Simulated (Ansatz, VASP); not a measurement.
# Al2P3 in VASP and in Ansatz

```
Al P
1.0
     3.34142    0.00000    0.00000
     0.00000    3.34142    0.00000
     0.00000    0.00000    7.42574
Al P
2 3
Direct
  0.00000 0.00000 0.69813
  0.00000 0.00000 0.30187
  0.50000 0.50000 0.84183
  0.50000 0.50000 0.15817
  0.50000 0.50000 0.50000
```

Alike in both runs: functional PBE; k mesh 4 × 4 × 4; occupations gaussian, width 0.1 eV; no spin polarisation.

Ansatz relaxed the structure, and its values are those at the end. VASP's run is a single point on that final structure, the one shown.

```csv
,VASP,Ansatz
version,VASP 6.6.1,Ansatz 0.2.0
potentials or method,"VASP PAW PBE potentials, release 64 (Al, P), cutoff 520 eV","scalar-relativistic, plane waves, PAW"
valence electrons in the cell,21,21
```

|  | VASP | Ansatz | Ansatz less VASP |
| --- | --- | --- | --- |
| gap on the k mesh at the Fermi level (eV) | none | none | - |
| pressure (GPa) | -0.1 | 0.0 | +0.11 |

A gap of «none» marks a metal or a gap that the smearing closes. With one functional, cell and mesh, what is left measures potentials, basis and numerics.

The k mesh is coarse, so the values compare programs but aren't converged.
